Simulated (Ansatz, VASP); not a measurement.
Two plane-wave programs on CuF

INCAR

```
SYSTEM = CuF
  PREC = Accurate
  ENCUT = 520
  EDIFF = 1E-6
  ISMEAR = -1
  SIGMA = 0.02
  LREAL = .False.
  LASPH = .True.
  NELM = 80
  ALGO = Normal
  ISIF = 2
  LWAVE = .False.
  LCHARG = .False.
  GGA = PE
  NBANDS = 16
```

The input KPOINTS:

```
Automatic mesh
0
Gamma
  8 8 8
  0 0 0
```

POSCAR

```
CuF
1.0
    2.7654601597      0.0000000000      0.0000000000
    0.0000000000      2.7654601597      0.0000000000
    0.0000000000      0.0000000000      2.7654601597
Cu F
1 1
Direct
    0.0000000000      0.0000000000      0.0000000000
    0.5000000000      0.5000000000      0.5000000000
```

Input for Ansatz:

```yaml
crystal:
  lattice:
    - [2.7654601597, 0.0, 0.0]
    - [0.0, 2.7654601597, 0.0]
    - [0.0, 0.0, 2.7654601597]
  atoms:
    - { symbol: Cu, position: [0.0, 0.0, 0.0] }
    - { symbol: F, position: [0.5, 0.5, 0.5] }
kpoints:
  mp_grid: { grid: [8, 8, 8] }
hamiltonian:
  xc: pbe
scf:
  occupations: { method: fermi_dirac, width: 0.02 }
  n_extra_bands: 4
output:
  forces: true
  stress: true
  eigenvalues: true
```

Alike in both runs: task single point; functional PBE; k mesh 8 × 8 × 8; occupations fermi-dirac, width 0.02 eV; no spin polarisation.

|  | VASP | Ansatz |
| --- | --- | --- |
| version | VASP 6.6.1 | Ansatz 0.2.0 |
| potentials or method | VASP PAW PBE potentials, release 64 (Cu, F) | plane waves, PAW |
| plane-wave cutoff (eV) | 520 | 420 |
| valence electrons in the cell | 18 | 26 |

VASP gave:

- pressure (GPa): 3.0

What did Ansatz give for the same quantities?

Pressure (GPa): 3.2.

VASP's potentials hold 18 valence electrons a cell and Ansatz's 26, so a difference there can come from the potentials and not from the codes.
